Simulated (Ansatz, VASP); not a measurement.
## One calculation of NiO, two programs

File INCAR:

```
PREC = Accurate ; ENCUT = 520
EDIFF = 1E-7 ; ISMEAR = 0
SIGMA = 0.15 ; LREAL = False
LASPH = True ; NELM = 150
ALGO = Normal ; ISIF = 2
LWAVE = False ; LCHARG = True
ISPIN = 2 ; MAGMOM = 1.14 0.2
LORBIT = 11 ; LMAXMIX = 4
GGA = PS ; LELF = True
LVHAR = True ; NBANDS = 19
```

File KPOINTS:

```
regular mesh
0
Gamma
  14 14 14
```

The input POSCAR:

```
NiO
1.0
    0.0000000000      2.0580571402      2.0580571402
    2.0580571402      0.0000000000      2.0580571402
    2.0580571402      2.0580571402      0.0000000000
Ni O
1 1
Direct
    0.0000000000      0.0000000000      0.0000000000
    0.5000000000      0.5000000000      0.5000000000
```

Input for Ansatz:

```yaml
crystal:
  lattice:
    - [0.0, 2.0580571402, 2.0580571402]
    - [2.0580571402, 0.0, 2.0580571402]
    - [2.0580571402, 2.0580571402, 0.0]
  atoms:
    - { symbol: Ni, position: [0.0, 0.0, 0.0], spin: 1.14 }
    - { symbol: O, position: [0.5, 0.5, 0.5], spin: 0.2 }
basis:
  ecutwfc: 420
kpoints:
  mp_grid: { grid: [14, 14, 14] }
hamiltonian:
  xc: pbesol
scf:
  occupations: { method: gaussian, width: 0.15 }
output:
  forces: true
  stress: true
  eigenvalues: true
  populations: true
  write_density: true
  write_potential: true
  elf: true
  volumetric_format: npy
magnetization:
  spin_polarized: true
```

Alike in both runs: task single point; functional PBEsol; k mesh 14 × 14 × 14; occupations gaussian, width 0.15 eV; collinear spin.

|  | VASP | Ansatz |
| --- | --- | --- |
| version | VASP 6.6.1 | Ansatz 0.2.0 |
| potentials or method | VASP PAW PBE potentials, release 64 (Ni, O), cutoff 520 eV | scalar-relativistic, plane waves, PAW |
| valence electrons in the cell | 16 | 24 |

```csv
,VASP,Ansatz,Ansatz less VASP
gap on the k mesh at the Fermi level (eV),none,none,-
pressure (GPa),-1.3,-0.7,+0.68
net moment per atom (μB),0.50,0.58,+0.076
size of the moment on the site where the two differ most (μB),0.85,0.95,+0.102
```

VASP's potentials were made for PBE, not for PBEsol. Site moments also hang on the region over which each program counts them. A gap of «none» marks a metal or a gap that the smearing closes. The functional is the same, so the differences come from potentials, cutoffs and numerics. VASP's potentials hold 16 valence electrons a cell and Ansatz's 24, so a difference there can come from the potentials and not from the codes. Ansatz's warnings: stability check not made.
